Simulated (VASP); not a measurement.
# Te2Mo in VASP: further runs

Runs on Te2Mo. Level: PBEsol. Tasks: single point.

All numbers are computed with VASP 6.6.1; they aren't measurements. Logs are shortened: lines on timing, memory, paths and dates and some standing lists are left out, and cuts for length are marked.

### Step 1. The cell of the first run

The cell holds a slab with vacuum, 12 atoms: a = 3.493 Å, b = 3.493 Å, c = 37.516 Å, α = 90.00°, β = 90.00°, γ = 120.00°.

### Step 2. Single point, PBEsol (atom 1 (Te) moved by +0.000 Å along x and +0.680 Å along [0 0 1])

INCAR reads:

```
ALGO = Normal ; EDIFF = 1E-6
ENCUT = 520 ; GGA = PS
ISIF = 2 ; ISMEAR = 0
LASPH = True ; LCHARG = True
LELF = True ; LREAL = False
LVHAR = True ; LWAVE = False
NBANDS = 64 ; NELM = 60
PREC = Accurate ; SIGMA = 0.05
```

KPOINTS reads:

```
k-points
0
Gamma
  9 9 1
```

POSCAR reads:

```
Te2Mo
1.0
    3.4932091909      0.0000000000      0.0000000000
   -1.7466045954      3.0252079000      0.0000000000
    0.0000000000      0.0000000000     37.5161156315
Te Mo
8 4
Direct
    0.3333333333      0.6666666667      0.8765680681
    0.3333333333      0.6666666667      0.2318351738
    0.6666666667      0.3333333333      0.6719958813
    0.6666666667      0.3333333333      0.0453069351
    0.6666666667      0.3333333333      0.7681648262
    0.6666666667      0.3333333333      0.1415574758
    0.3333333333      0.6666666667      0.9546930649
    0.3333333333      0.6666666667      0.3280041187
    0.3333333333      0.6666666667      0.7200184287
    0.3333333333      0.6666666667      0.0934314856
    0.6666666667      0.3333333333      0.9065685144
    0.6666666667      0.3333333333      0.2799815713
```

Potentials or basis: VASP PAW PBE potentials, release 64 (Te, Mo_sv).

Command:

```bash
$ cat potpaw_PBE.64/Te/POTCAR potpaw_PBE.64/Mo_sv/POTCAR > POTCAR
$ mpirun -np 1 vasp_std > vasp.out
```

OUTCAR:

```text
EDIFF = 1E-6
   ENCUT = 520
   GGA = PS
   ISIF = 2
   ISMEAR = 0
   LASPH = True
   LREAL = False
   NELM = 60
   PREC = Accurate

 ion  position               nearest neighbor table
   1  0.333  0.667  0.877-  11 2.31  11 2.31  11 2.31   7 2.93
   2  0.333  0.667  0.232-  12 2.71  12 2.71  12 2.71   8 3.61
   3  0.667  0.333  0.672-   9 2.70   9 2.70   9 2.70   5 3.61
   4  0.667  0.333  0.045-  10 2.71  10 2.71  10 2.71   6 3.61
   5  0.667  0.333  0.768-   9 2.71   9 2.71   9 2.71   3 3.61
   6  0.667  0.333  0.142-  10 2.71  10 2.71  10 2.71   4 3.61
   7  0.333  0.667  0.955-  11 2.71  11 2.71  11 2.71   1 2.93
   8  0.333  0.667  0.328-  12 2.70  12 2.70  12 2.70   2 3.61
   9  0.333  0.667  0.720-   3 2.70   3 2.70   3 2.70   5 2.71   5 2.71   5 2.71
  10  0.333  0.667  0.093-   4 2.71   4 2.71   4 2.71   6 2.71   6 2.71   6 2.71
  11  0.667  0.333  0.907-   1 2.31   1 2.31   1 2.31   7 2.71   7 2.71   7 2.71
  12  0.667  0.333  0.280-   8 2.70   8 2.70   8 2.70   2 2.71   2 2.71   2 2.71

  LATTYP: Found a hexagonal cell.
 ALAT       =     3.4932091909
 C/A-ratio  =    10.7397277350

  Lattice vectors:

 A1 = (   3.4932091909,   0.0000000000,   0.0000000000)
 A2 = (  -1.7466045954,   3.0252079000,   0.0000000000)
 A3 = (   0.0000000000,   0.0000000000,  37.5161156315)

Analysis of symmetry for initial positions (statically):
=====================================================================
 Subroutine PRICEL returns:
 Original cell was already a primitive cell.

 Routine SETGRP: Setting up the symmetry group for a
 hexagonal supercell.

 Subroutine GETGRP returns: Found  6 space group operations
 (whereof  6 operations were pure point group operations)
 out of a pool of 24 trial point group operations.

The static configuration has the point symmetry C_3v.

Analysis of symmetry for dynamics (positions and initial velocities):
=====================================================================
 Subroutine PRICEL returns:
 Original cell was already a primitive cell.

 Routine SETGRP: Setting up the symmetry group for a
 hexagonal supercell.

 Subroutine GETGRP returns: Found  6 space group operations
 (whereof  6 operations were pure point group operations)
 out of a pool of 24 trial point group operations.

The dynamic configuration has the point symmetry C_3v.

 Subroutine INISYM returns: Found  6 space group operations
 (whereof  6 operations are pure point group operations),
 and found     1 'primitive' translations

----------------------------------------------------------------------------------------

                                     Primitive cell

  volume of cell :     396.4585

  direct lattice vectors                    reciprocal lattice vectors
     3.493209191  0.000000000  0.000000000     0.286269715  0.165277897  0.000000000
    -1.746604595  3.025207900  0.000000000     0.000000000  0.330555794  0.000000000
     0.000000000  0.000000000 37.516115631     0.000000000  0.000000000  0.026655212

  length of vectors
     3.493209191  3.493209191 37.516115631     0.330555794  0.330555794  0.026655212

  position of ions in fractional coordinates (direct lattice)
     0.333333333  0.666666667  0.876568068
     0.333333333  0.666666667  0.231835174
     0.666666667  0.333333333  0.671995881
     0.666666667  0.333333333  0.045306935
     0.666666667  0.333333333  0.768164826
     0.666666667  0.333333333  0.141557476
     0.333333333  0.666666667  0.954693065
     0.333333333  0.666666667  0.328004119
     0.333333333  0.666666667  0.720018429
     0.333333333  0.666666667  0.093431486
     0.666666667  0.333333333  0.906568514
     0.666666667  0.333333333  0.279981571

  ion indices of the primitive-cell ions
   primitive index   ion index
                 1           1
                 2           2
                 3           3
                 4           4
                 5           5
                 6           6
                 7           7
                 8           8
                 9           9
                10          10
                11          11
                12          12

----------------------------------------------------------------------------------------

 KPOINTS: k-points

Automatic generation of k-mesh.
 Grid dimensions read from file:
 generate k-points for:    9    9    1

 Generating k-lattice:

  Cartesian coordinates                     Fractional coordinates (reciprocal lattice)
     0.031807746  0.018364211  0.000000000     0.111111111 -0.000000000  0.000000000
     0.000000000  0.036728422  0.000000000     0.000000000  0.111111111  0.000000000
     0.000000000  0.000000000  0.026655212     0.000000000  0.000000000  1.000000000

  Length of vectors
     0.036728422  0.036728422  0.026655212

  Shift w.r.t. Gamma in fractional coordinates (k-lattice)
     0.000000000  0.000000000  0.000000000

 Subroutine IBZKPT returns following result:
 ===========================================

 Found     12 irreducible k-points:

 Following reciprocal coordinates:
            Coordinates               Weight
  0.000000  0.000000  0.000000      1.000000
  0.111111  0.000000  0.000000      6.000000
  0.222222  0.000000  0.000000      6.000000
  0.333333  0.000000  0.000000      6.000000
  0.444444  0.000000  0.000000      6.000000
  0.111111  0.111111  0.000000      6.000000
  0.222222  0.111111  0.000000     12.000000
  0.333333  0.111111  0.000000     12.000000
  0.444444  0.111111  0.000000      6.000000
  0.222222  0.222222  0.000000      6.000000
  0.333333  0.222222  0.000000     12.000000
  0.333333  0.333333  0.000000      2.000000
   k-points           NKPTS =     12   k-points in BZ     NKDIM =     12   number of bands    NBANDS=     64
   number of dos      NEDOS =    301   number of ions     NIONS =     12
   total plane-waves  NPLWV = 219520
   dimension x,y,z NGX =    28 NGY =   28 NGZ =  280
   dimension x,y,z NGXF=    56 NGYF=   56 NGZF=  560
   ions per type =               8   4
   NGX,Y,Z   is equivalent  to a cutoff of  13.33, 13.33, 12.41 a.u.
   NGXF,Y,Z  is equivalent  to a cutoff of  26.65, 26.65, 24.82 a.u.
 SYSTEM =  unknown system
   PREC   = accura    normal or accurate (medium, high low for compatibility)
   ISTART =      0    job   : 0-new  1-cont  2-samecut
   ICHARG =      2    charge: 1-file 2-atom 10-const
   ISPIN  =      1    spin polarized calculation?
   LNONCOLLINEAR =      F non collinear calculations
   LSORBIT =      F    spin-orbit coupling
   LASPH  =      T    aspherical Exc in radial PAW
   ENCUT  =  520.0 eV  38.22 Ry    6.18 a.u.   6.50  6.50 69.76*2*pi/ulx,y,z
   NELM   =     60;   NELMIN=  2; NELMDL= -5     # of ELM steps
   EDIFF  = 0.1E-05   stopping-criterion for ELM
   LREAL  =      F    real-space projection
[... 7 lines left out ...]
   TEBEG  =    0.0;   TEEND  =   0.0 temperature during run
   PSTRESS=    0.0 pullay stress
   NELECT =     104.0000    total number of electrons
   NUPDOWN=      -1.0000    fix difference up-down
   EMIN   =  10.00;   EMAX   =-10.00  energy-range for DOS
   EFERMI =   0.00;   METHOD = LEGACY
   ISMEAR =     0;   SIGMA  =   0.05  broadening in eV -4-tet -1-fermi 0-gaus
   EFERMI_NEDOS =   21; number of points for ismear=-14 and -15
   IALGO  =     38    algorithm
   IMIX   =      4    mixing-type and parameters
     AMIX     =   0.40;   BMIX     =  1.00
     AMIX_MAG =   1.60;   BMIX_MAG =  1.00
  volume/ion in A,a.u.               =      33.04       222.95
  Fermi-wavevector in a.u.,A,eV,Ry     =   1.047981  1.980397 14.942789  1.098264
  Thomas-Fermi vector in A             =   2.182884
   LORBIT       =      0    0 simple, 1 ext, 2 COOP (PROOUT), +10 PAW based schemes
   GGA     = PS    functional components
   LHFCALC =     F    Hartree Fock is set to
   AEXX    =    0.0000 exact exchange contribution
   IVDW    =     0    specifies the selected vdW correction
   LEPSILON=     F    determine dielectric tensor
   LRPA    =     F    only Hartree local field effects (RPA)
 non-spin polarized calculation
 Gauss-broadening in eV      SIGMA  =   0.05
  energy-cutoff  :      520.00
  volume of cell :      396.46
 maximum number of plane-waves:     10795
 NGX is ok and might be reduce to    28
   NGX = 13   NGY = 13   NGZ =139

 number of electron     103.9999997 magnetization

 Free energy of the ion-electron system (eV)
  ---------------------------------------------------
  ext. energy  EPLUGINS =         0.00000000
  ---------------------------------------------------
  free energy    TOTEN  =       -74.75302082 eV

  energy without entropy =      -74.75166371  energy(sigma->0) =      -74.75234227

 E-fermi :   5.4342     XC(G=0):  -8.1321

 val. band max:        5.4003633107   @ k =   0.4444   0.1111   0.0000
 cond. band min:       5.5346561749   @ k =   0.2222   0.0000   0.0000
 fundamental gap:      0.1342928641
 Fermi energy:         5.4342489444

 k-point     1 :       0.0000    0.0000    0.0000
  band No.  band energies     occupation
      1     -55.8801      2.00000
      2     -55.7439      2.00000
      3     -55.7394      2.00000
      4     -55.4362      2.00000
      5     -30.0938      2.00000
      6     -29.9567      2.00000
[... 56 lines left out ...]
     63       8.4012      0.00000
     64       8.4015      0.00000

 k-point     2 :       0.1111    0.0000    0.0000
  band No.  band energies     occupation
      1     -55.8788      2.00000
      2     -55.7426      2.00000
      3     -55.7381      2.00000
      4     -55.4336      2.00000
      5     -30.0901      2.00000
      6     -29.9576      2.00000
[... 659 lines left out ...]
     63       7.1524      0.00000
     64       7.9467      0.00000

 k-point    12 :       0.3333    0.3333    0.0000
  band No.  band energies     occupation
      1     -55.8677      2.00000
      2     -55.7315      2.00000
      3     -55.7270      2.00000
      4     -55.4106      2.00000
      5     -30.0578      2.00000
      6     -30.0490      2.00000
[... 56 lines left out ...]
     63       7.3895      0.00000
     64       7.4136      0.00000

------------------------ aborting loop because EDIFF is reached ----------------------------------------

  FORCE on cell =-STRESS in cart. coord.  units (eV):
  Direction    XX          YY          ZZ          XY          YZ          ZX
  --------------------------------------------------------------------------------------
  -------------------------------------------------------------------------------------
  Total       17.8634096     17.8634096     16.1680764      0.0000000      0.0000000     -0.0000000
  in kB       72.1900352     72.1900352     65.3388145      0.0000000      0.0000000     -0.0000000
  external PRESSURE =      69.9062950 kB  Pullay stress =       0.0000000 kB

 VOLUME and BASIS-vectors are now :
 -----------------------------------------------------------------------------
  energy-cutoff  :      520.00
  volume of cell :      396.46
      direct lattice vectors                 reciprocal lattice vectors
     3.493209191  0.000000000  0.000000000     0.286269715  0.165277897  0.000000000
    -1.746604595  3.025207900  0.000000000     0.000000000  0.330555794  0.000000000
     0.000000000  0.000000000 37.516115631     0.000000000  0.000000000  0.026655212

 POSITION                                       TOTAL-FORCE (eV/Angst)
 -----------------------------------------------------------------------------------
     -0.00000      2.01681     32.88543         0.000000     -0.000000    -11.452168
     -0.00000      2.01681      8.69756         0.000000     -0.000000     -0.034843
      1.74660      1.00840     25.21068         0.000000     -0.000000     -0.037698
      1.74660      1.00840      1.69974         0.000000     -0.000000     -0.065026
      1.74660      1.00840     28.81856         0.000000     -0.000000      0.098532
      1.74660      1.00840      5.31069         0.000000     -0.000000      0.034798
     -0.00000      2.01681     35.81638         0.000000     -0.000000      2.132336
     -0.00000      2.01681     12.30544         0.000000     -0.000000      0.027994
     -0.00000      2.01681     27.01229        -0.000000      0.000000      0.062307
     -0.00000      2.01681      3.50519         0.000000      0.000000      0.000907
      1.74660      1.00840     34.01093         0.000000      0.000000      9.227185
      1.74660      1.00840     10.50382        -0.000000      0.000000      0.005676
 -----------------------------------------------------------------------------------
    total drift:                               -0.000000     -0.000000      0.001879

  FREE ENERGIE OF THE ION-ELECTRON SYSTEM (eV)
  ---------------------------------------------------
  free  energy   TOTEN  =       -74.7530208169 eV

  energy  without entropy=      -74.7516637142  energy(sigma->0) =      -74.75234227
```

Run time: 18 min. Hardware: 1 thread of AMD EPYC 9R14 (Zen 4), shared host; peak memory 0.59 GiB.

What came out:

* Free energy: -74.7530 eV
* Largest force: 11.452 eV/Å
* Band gap on the k mesh: zero (band 52 reaches 6.65 eV, above the bottom of band 53 at 4.83 eV)

Forces in eV/Å, atoms in the order of the input:
```
Te    0.000   0.000 -11.452
Te    0.000   0.000  -0.035
Te    0.000   0.000  -0.038
Te    0.000   0.000  -0.065
Te    0.000   0.000   0.099
Te    0.000   0.000   0.035
Te    0.000   0.000   2.132
Te    0.000   0.000   0.028
Mo    0.000   0.000   0.062
Mo    0.000   0.000   0.001
Mo    0.000   0.000   9.227
Mo    0.000   0.000   0.006
```

Caveat: the cell differs from its parent crystal (atom 1 (Te) moved by +0.000 Å along x and +0.680 Å along [0 0 1]); the PAW data sets were made with another functional, which shifts forces and pressure a little; spin-orbit coupling is left out, which moves the levels of the heavy elements.

### Step 3. Single point, PBEsol (atom 1 (Te) moved by +0.000 Å along x and +0.340 Å along [0 0 1])

INCAR reads:

```
ALGO = Normal
EDIFF = 1E-6
ENCUT = 520
GGA = PS
ISIF = 2
ISMEAR = 0
LASPH = True
LCHARG = False
LREAL = False
LWAVE = False
NBANDS = 64
NELM = 80
PREC = Accurate
SIGMA = 0.05
```

KPOINTS is that of step 2.

POSCAR, as its differences from that of step 2:

```diff
@@ -8,3 +8,3 @@
 Direct
-    0.3333333333      0.6666666667      0.8765680681
+    0.3333333333      0.6666666667      0.8675052961
     0.3333333333      0.6666666667      0.2318351738
```

Potentials or basis: VASP PAW PBE potentials, release 64 (Te, Mo_sv).

Command:

```bash
$ cat potpaw_PBE.64/Te/POTCAR potpaw_PBE.64/Mo_sv/POTCAR > POTCAR
$ mpirun -np 1 vasp_std > vasp.out
```

Run time: 7.6 min. Hardware: 1 thread of AMD EPYC 9R14 (Zen 4), shared host; peak memory 0.59 GiB.

The run converged. Its results:

* Free energy: -77.7565 eV
* Largest force: 5.967 eV/Å
* Band gap on the k mesh: zero (band 52 reaches 5.38 eV, above the bottom of band 53 at 5.25 eV)

Forces on the atoms (eV/Å):
```
Te   0.000  0.000 -5.967
Te   0.000  0.000 -0.032
Te   0.000  0.000 -0.035
Te   0.000  0.000 -0.036
Te   0.000  0.000  0.075
Te   0.000  0.000  0.037
Te   0.000  0.000  0.714
Te   0.000  0.000  0.034
Mo   0.000  0.000  0.043
Mo   0.000  0.000 -0.005
Mo   0.000  0.000  5.175
Mo   0.000  0.000 -0.002
```

Levels at points of the mesh, in eV from the Fermi level:
| k point | band 48 | band 49 | band 50 | band 51 | band 52 | band 53 | band 54 | band 55 | band 56 | band 57 |
| --- | --- | --- | --- | --- | --- | --- | --- | --- | --- | --- |
| (0.00, 0.00, 0.00) | -1.21 | -1.10 | -0.89 | -0.67 | 0.05 | 2.32 | 2.32 | 2.47 | 2.47 | 2.55 |

Caveat: the cell differs from its parent crystal (atom 1 (Te) moved by +0.000 Å along x and +0.340 Å along [0 0 1]); the PAW data sets were made with another functional, which shifts forces and pressure a little; spin-orbit coupling is left out, which moves the levels of the heavy elements.

[end of part 1 of 2]
